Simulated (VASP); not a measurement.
# Mn (P6/mmm) in VASP: notebook

Runs on Mn. Level: PBE. Tasks: single point.

Program: VASP 6.6.1. These are calculated values, not measurements. Logs are shortened: lines on timing, memory, paths and dates and some standing lists are left out, and cuts for length are marked.

## Step 1: The cell of the first run

The structure is hexagonal, space group P6/mmm (No. 191). Conventional cell: a = 3.902 Å, b = 3.902 Å, c = 2.453 Å, α = 90.00°, β = 90.00°, γ = 120.00°. Mn (site symmetry 6/mmm) has 14 Mn at 2.45 to 2.57 Å within 3.2 Å. Mn (site symmetry -6m2) has 11 Mn at 2.25 to 2.57 Å within 3.0 Å.

This isn't the form of Mn at room conditions, which is a 58-atom cubic cell.

## Step 2: Single point, PBE, collinear spin, ferromagnetic start

INCAR

```
PREC = Accurate
ENCUT = 520
EDIFF = 1E-7
ISMEAR = -1
SIGMA = 0.05
LREAL = False
LASPH = True
NELM = 150
ALGO = Normal
ISIF = 2
LWAVE = False
LCHARG = False
ISPIN = 2
MAGMOM = 3 3 3
LORBIT = 11
LMAXMIX = 4
GGA = PE
NBANDS = 30
```

KPOINTS

```
regular mesh
0
Gamma
  9 9 13
```

POSCAR

```
Mn
1.0
    3.9021325610      0.0000000000      0.0000000000
   -1.9510662805      3.3793459268      0.0000000000
    0.0000000000      0.0000000000      2.4529150535
Mn
3
Direct
    1.0000000000      0.0000000000      0.0000000000
    0.3333333333      0.6666666667      0.5000000000
    0.6666666667      0.3333333333      0.5000000000
```

Potentials or basis: VASP PAW PBE potentials, release 64 (Mn_pv).

Command:

```
$ cat potpaw_PBE.64/Mn_pv/POTCAR > POTCAR
$ mpirun -np 1 vasp_std > vasp.out
```

OUTCAR:

```text
PREC = Accurate
   ENCUT = 520
   EDIFF = 1E-7
   ISMEAR = -1
   LREAL = False
   LASPH = True
   NELM = 150
   ISIF = 2
   ISPIN = 2
   LORBIT = 11
   GGA = PE

 ion  position               nearest neighbor table
   1  0.000  0.000  0.000-   2 2.57   3 2.57   2 2.57   3 2.57   3 2.57   3 2.57   2 2.57   2 2.57
                             3 2.57   3 2.57   2 2.57   2 2.57
   2  0.333  0.667  0.500-   3 2.25   3 2.25   3 2.25   1 2.57   1 2.57   1 2.57   1 2.57   1 2.57
                             1 2.57
   3  0.667  0.333  0.500-   2 2.25   2 2.25   2 2.25   1 2.57   1 2.57   1 2.57   1 2.57   1 2.57
                             1 2.57

  LATTYP: Found a hexagonal cell.
 ALAT       =     3.9021325610
 C/A-ratio  =     0.6286088479

  Lattice vectors:

 A1 = (   3.9021325610,   0.0000000000,   0.0000000000)
 A2 = (  -1.9510662805,   3.3793459268,   0.0000000000)
 A3 = (   0.0000000000,   0.0000000000,   2.4529150535)

Analysis of symmetry for initial positions (statically):
=====================================================================
 Subroutine PRICEL returns:
 Original cell was already a primitive cell.

 Routine SETGRP: Setting up the symmetry group for a
 hexagonal supercell.

 Subroutine GETGRP returns: Found 24 space group operations
 (whereof 24 operations were pure point group operations)
 out of a pool of 24 trial point group operations.

The static configuration has the point symmetry D_6h.

Analysis of symmetry for dynamics (positions and initial velocities):
=====================================================================
 Subroutine PRICEL returns:
 Original cell was already a primitive cell.

 Routine SETGRP: Setting up the symmetry group for a
 hexagonal supercell.

 Subroutine GETGRP returns: Found 24 space group operations
 (whereof 24 operations were pure point group operations)
 out of a pool of 24 trial point group operations.

The dynamic configuration has the point symmetry D_6h.

Analysis of structural, dynamic, and magnetic symmetry:
=====================================================================
 Subroutine PRICEL returns:
 Original cell was already a primitive cell.

 Routine SETGRP: Setting up the symmetry group for a
 hexagonal supercell.

 Subroutine GETGRP returns: Found 24 space group operations
 (whereof 24 operations were pure point group operations)
 out of a pool of 24 trial point group operations.

The overall configuration has the point symmetry D_6h.

 Subroutine INISYM returns: Found 24 space group operations
 (whereof 24 operations are pure point group operations),
 and found     1 'primitive' translations

----------------------------------------------------------------------------------------

                                     Primitive cell

  volume of cell :      32.3457

  direct lattice vectors                    reciprocal lattice vectors
     3.902132561  0.000000000  0.000000000     0.256270125  0.147957626  0.000000000
    -1.951066281  3.379345927  0.000000000     0.000000000  0.295915252  0.000000000
     0.000000000  0.000000000  2.452915053     0.000000000  0.000000000  0.407678203

  length of vectors
     3.902132561  3.902132561  2.452915053     0.295915252  0.295915252  0.407678203

  position of ions in fractional coordinates (direct lattice)
     0.000000000  0.000000000  0.000000000
     0.333333333  0.666666667  0.500000000
     0.666666667  0.333333333  0.500000000

  ion indices of the primitive-cell ions
   primitive index   ion index
                 1           1
                 2           2
                 3           3

----------------------------------------------------------------------------------------

 KPOINTS: regular mesh

Automatic generation of k-mesh.
 Grid dimensions read from file:
 generate k-points for:    9    9   13

 Generating k-lattice:

  Cartesian coordinates                     Fractional coordinates (reciprocal lattice)
     0.028474458  0.016439736  0.000000000     0.111111111  0.000000000  0.000000000
     0.000000000  0.032879472  0.000000000     0.000000000  0.111111111  0.000000000
     0.000000000  0.000000000  0.031359862     0.000000000  0.000000000  0.076923077

  Length of vectors
     0.032879472  0.032879472  0.031359862

  Shift w.r.t. Gamma in fractional coordinates (k-lattice)
     0.000000000  0.000000000  0.000000000

 Subroutine IBZKPT returns following result:
 ===========================================

 Found     84 irreducible k-points:

 Following reciprocal coordinates:
            Coordinates               Weight
  0.000000  0.000000  0.000000      1.000000
  0.111111  0.000000  0.000000      6.000000
  0.222222 -0.000000  0.000000      6.000000
  0.333333  0.000000  0.000000      6.000000
  0.444444 -0.000000  0.000000      6.000000
  0.111111  0.111111  0.000000      6.000000
[... 16 lines left out ...]
  0.333333  0.222222  0.076923     24.000000
  0.333333  0.333333  0.076923      4.000000
 [... further k-points ...]
   k-points           NKPTS =     84   k-points in BZ     NKDIM =     84   number of bands    NBANDS=     30
   number of dos      NEDOS =    301   number of ions     NIONS =      3
   total plane-waves  NPLWV =  16200
   dimension x,y,z NGX =    30 NGY =   30 NGZ =   18
   dimension x,y,z NGXF=    60 NGYF=   60 NGZF=   36
   ions per type =               3
   NGX,Y,Z   is equivalent  to a cutoff of  12.78, 12.78, 12.20 a.u.
   NGXF,Y,Z  is equivalent  to a cutoff of  25.56, 25.56, 24.40 a.u.
 SYSTEM =  unknown system
   PREC   = accura    normal or accurate (medium, high low for compatibility)
   ISTART =      0    job   : 0-new  1-cont  2-samecut
   ICHARG =      2    charge: 1-file 2-atom 10-const
   ISPIN  =      2    spin polarized calculation?
   LNONCOLLINEAR =      F non collinear calculations
   LSORBIT =      F    spin-orbit coupling
   LASPH  =      T    aspherical Exc in radial PAW
   ENCUT  =  520.0 eV  38.22 Ry    6.18 a.u.   7.26  7.26  4.56*2*pi/ulx,y,z
   NELM   =    150;   NELMIN=  2; NELMDL= -5     # of ELM steps
   EDIFF  = 0.1E-06   stopping-criterion for ELM
   LREAL  =      F    real-space projection
   EDIFFG = 0.1E-05   stopping-criterion for IOM
   NSW    =      0    number of steps for IOM
   IBRION =     -1    ionic relax: 0-MD 1-quasi-New 2-CG
   NFREE  =      0    steps in history (QN), initial steepest desc. (CG)
   ISIF   =      2    stress and relaxation
   ISYM   =      2    0-nonsym 1-usesym 2-fastsym
   POTIM  = 0.5000    time-step for ionic-motion
   TEBEG  =    0.0;   TEEND  =   0.0 temperature during run
   PSTRESS=    0.0 pullay stress
   NELECT =      39.0000    total number of electrons
   NUPDOWN=      -1.0000    fix difference up-down
   EMIN   =  10.00;   EMAX   =-10.00  energy-range for DOS
   EFERMI =   0.00;   METHOD = LEGACY
   ISMEAR =    -1;   SIGMA  =   0.05  broadening in eV -4-tet -1-fermi 0-gaus
   EFERMI_NEDOS =   21; number of points for ismear=-14 and -15
   IALGO  =     38    algorithm
   IMIX   =      4    mixing-type and parameters
     AMIX     =   0.40;   BMIX     =  1.00
     AMIX_MAG =   1.60;   BMIX_MAG =  1.00
  volume/ion in A,a.u.               =      10.78        72.76
  Fermi-wavevector in a.u.,A,eV,Ry     =   1.742438  3.292730 41.308510  3.036090
  Thomas-Fermi vector in A             =   2.814703
   LORBIT       =     11    0 simple, 1 ext, 2 COOP (PROOUT), +10 PAW based schemes
   GGA     = PE    functional components
   LHFCALC =     F    Hartree Fock is set to
   AEXX    =    0.0000 exact exchange contribution
   IVDW    =     0    specifies the selected vdW correction
   LEPSILON=     F    determine dielectric tensor
   LRPA    =     F    only Hartree local field effects (RPA)
 spin polarized calculation
  energy-cutoff  :      520.00
  volume of cell :       32.35
 maximum number of plane-waves:       915
 NGX is ok and might be reduce to    30
   NGX = 15   NGY = 15   NGZ =  9

 number of electron      39.0000019 magnetization      -0.0020574

 number of electron      39.0000019 magnetization       0.0059955

 Free energy of the ion-electron system (eV)
  ---------------------------------------------------
  ext. energy  EPLUGINS =         0.00000000
  ---------------------------------------------------
  free energy    TOTEN  =       -26.71135615 eV

  energy without entropy =      -26.67989407  energy(sigma->0) =      -26.69562511

 E-fermi :  10.3692     XC(G=0): -13.9855

 val. band max:       10.3676723820   @ k =   0.2222   0.2222   0.4615
 cond. band min:      10.3700922093   @ k =   0.4444   0.1111   0.0769
 fundamental gap:      0.0024198273
 Fermi energy:        10.3692217303

 spin component 1

 k-point     1 :       0.0000    0.0000    0.0000
  band No.  band energies     occupation
      1     -37.8625      1.00000
      2     -37.8625      1.00000
      3     -37.5273      1.00000
      4     -37.5273      1.00000
      5     -37.4152      1.00000
      6     -37.2299      1.00000
[... 22 lines left out ...]
     29      19.1304      0.00000
     30      21.9906      0.00000

 k-point     2 :       0.1111    0.0000    0.0000
  band No.  band energies     occupation
      1     -37.8859      1.00000
      2     -37.8652      1.00000
      3     -37.4982      1.00000
      4     -37.4924      1.00000
      5     -37.4084      1.00000
      6     -37.2336      1.00000
[... 22 lines left out ...]
     29      20.9857      0.00000
     30      22.6252      0.00000

 k-point     3 :       0.2222   -0.0000    0.0000
  band No.  band energies     occupation
      1     -37.9340      1.00000
      2     -37.8537      1.00000
      3     -37.4330      1.00000
      4     -37.4147      1.00000
      5     -37.3892      1.00000
      6     -37.2445      1.00000
[... 682 lines left out ...]
     29      24.7202      0.00000
     30      26.9220      0.00000

 k-point    24 :       0.3333    0.3333    0.0769
  band No.  band energies     occupation
      1     -37.9466      1.00000
      2     -37.6687      1.00000
      3     -37.6687      1.00000
      4     -37.3349      1.00000
      5     -37.3349      1.00000
      6     -37.2622      1.00000
[... 22 lines left out ...]
     29      24.7818      0.00000
     30      24.7818      0.00000

 [... further k-points ...]

 spin component 2

 k-point     1 :       0.0000    0.0000    0.0000
  band No.  band energies     occupation
      1     -37.8649      1.00000
      2     -37.8649      1.00000
      3     -37.5211      1.00000
      4     -37.5211      1.00000
      5     -37.4149      1.00000
      6     -37.2326      1.00000
[... 22 lines left out ...]
     29      19.1309      0.00000
     30      21.9942      0.00000

 k-point     2 :       0.1111    0.0000    0.0000
  band No.  band energies     occupation
      1     -37.8878      1.00000
      2     -37.8671      1.00000
      3     -37.4923      1.00000
      4     -37.4867      1.00000
      5     -37.4082      1.00000
      6     -37.2363      1.00000
[... 22 lines left out ...]
     29      20.9868      0.00000
     30      22.6266      0.00000

 k-point     3 :       0.2222   -0.0000    0.0000
  band No.  band energies     occupation
      1     -37.9353      1.00000
      2     -37.8549      1.00000
      3     -37.4273      1.00000
      4     -37.4096      1.00000
      5     -37.3893      1.00000
      6     -37.2472      1.00000
[... 682 lines left out ...]
     29      24.7212      0.00000
     30      26.9229      0.00000

 k-point    24 :       0.3333    0.3333    0.0769
  band No.  band energies     occupation
      1     -37.9489      1.00000
      2     -37.6673      1.00000
      3     -37.6673      1.00000
      4     -37.3365      1.00000
      5     -37.3365      1.00000
      6     -37.2565      1.00000
[... 22 lines left out ...]
     29      24.7827      0.00000
     30      24.7827      0.00000

 [... further k-points ...]
[... 5 lines left out ...]
  --------------------------------------------------------------------------------------
  -------------------------------------------------------------------------------------
  Total        0.0154872      0.0154872     -0.0228783      0.0000000      0.0000000      0.0000000
  in kB        0.7671252      0.7671252     -1.1332261      0.0000000      0.0000000      0.0000000
  external PRESSURE =       0.1336748 kB  Pullay stress =       0.0000000 kB

 VOLUME and BASIS-vectors are now :
 -----------------------------------------------------------------------------
  energy-cutoff  :      520.00
  volume of cell :       32.35
      direct lattice vectors                 reciprocal lattice vectors
     3.902132561  0.000000000  0.000000000     0.256270125  0.147957626  0.000000000
    -1.951066281  3.379345927  0.000000000     0.000000000  0.295915252  0.000000000
     0.000000000  0.000000000  2.452915053     0.000000000  0.000000000  0.407678203

 POSITION                                       TOTAL-FORCE (eV/Angst)
 -----------------------------------------------------------------------------------
      0.00000      0.00000      0.00000        -0.000000      0.000000      0.000000
     -0.00000      2.25290      1.22646        -0.000000      0.000000     -0.000000
      1.95107      1.12645      1.22646         0.000000     -0.000000      0.000000
 -----------------------------------------------------------------------------------
    total drift:                               -0.000000      0.000000      0.000000

  FREE ENERGIE OF THE ION-ELECTRON SYSTEM (eV)
  ---------------------------------------------------
  free  energy   TOTEN  =       -26.7113561506 eV

  energy  without entropy=      -26.6798940705  energy(sigma->0) =      -26.69562511

 total charge

# of ion       s       p       d       tot
------------------------------------------
    1        0.402   6.383   5.142  11.928
    2        0.433   6.404   5.204  12.041
    3        0.433   6.404   5.204  12.041
--------------------------------------------------
tot          1.268  19.191  15.550  36.009

 magnetization (x)

# of ion       s       p       d       tot
------------------------------------------
    1        0.000   0.000   0.010   0.011
    2       -0.000  -0.000  -0.002  -0.002
    3       -0.000  -0.000  -0.002  -0.002
--------------------------------------------------
tot         -0.000   0.000   0.006   0.006
```

Wall time 3 min (1 thread of Intel Xeon 8259CL, shared host); peak memory 0.23 GiB.

Results:

* Free energy: -26.7114 eV
* Pressure: 0.0 GPa
* Net moment: 0.01 μB per cell
* Valence electrons inside the program's atomic spheres: Mn 11.93, 12.04 (each value once)

Stress tensor (GPa, compression positive):
```
 0.08  0.00  0.00
 0.00  0.08  0.00
 0.00  0.00 -0.11
```

## Step 3: Single point, PBE, collinear spin, ferromagnetic start (10.35 Å³/atom)

This run uses another cell than the first one, of 10.35 Å³/atom.

INCAR

```
PREC = Accurate
ENCUT = 520
EDIFF = 1E-6
ISMEAR = -1
SIGMA = 0.05
LREAL = F
LASPH = T
NELM = 150
ALGO = Normal
ISIF = 2
LWAVE = F
LCHARG = F
ISPIN = 2
MAGMOM = 3 3 3
LORBIT = 11
LMAXMIX = 4
GGA = PE
NBANDS = 30
```

KPOINTS

```
regular mesh
0
Gamma
  11 11 14
```

POSCAR

```
Mn
1.0
    3.8493945751      0.0000000000      0.0000000000
   -1.9246972875      3.3336734912      0.0000000000
    0.0000000000      0.0000000000      2.4197634889
Mn
3
Direct
    1.0000000000      0.0000000000      0.0000000000
    0.3333333333      0.6666666667      0.5000000000
    0.6666666667      0.3333333333      0.5000000000
```

Potentials or basis: VASP PAW PBE potentials, release 64 (Mn_pv).

Command:

```
$ cat potpaw_PBE.64/Mn_pv/POTCAR > POTCAR
$ mpirun -np 1 vasp_std > vasp.out
```

Run time: 3.9 min. Hardware: 1 thread of Intel Xeon 8259CL, shared host; peak memory 0.27 GiB.

It converged, with:

```
Free energy                                           : -26.6714 eV
Pressure                                              : 12.3 GPa
Net moment                                            : 0.00 μB per cell
Valence electrons inside the program's atomic spheres : Mn 12.01, 12.13 (each value once)
```

Stress tensor (GPa, compression positive):
```
12.69  0.00  0.00
 0.00 12.69  0.00
 0.00  0.00 11.49
```

Levels at points of the mesh, in eV from the Fermi level:
Spin up:
| k point | band 16 | band 17 | band 18 | band 19 | band 20 | band 21 | band 22 | band 23 |
| --- | --- | --- | --- | --- | --- | --- | --- | --- |
| (0.00, 0.00, 0.00) | -1.75 | -1.14 | -0.55 | -0.55 | -0.10 | -0.10 | 0.02 | 0.02 |
| (0.00, 0.00, 0.50) | -0.72 | -0.72 | -0.64 | -0.64 | 1.49 | 1.49 | 1.90 | 1.90 |
Spin down:
| k point | band 15 | band 16 | band 17 | band 18 | band 19 | band 20 | band 21 | band 22 | band 23 | band 24 |
| --- | --- | --- | --- | --- | --- | --- | --- | --- | --- | --- |
| (0.00, 0.00, 0.00) | -2.27 | -1.75 | -1.14 | -0.55 | -0.55 | -0.09 | -0.09 | 0.02 | 0.02 | 2.08 |
| (0.00, 0.00, 0.50) | -2.96 | -0.72 | -0.72 | -0.64 | -0.64 | 1.48 | 1.48 | 1.89 | 1.89 | 2.54 |

Caveat: the cell stands under pressure.
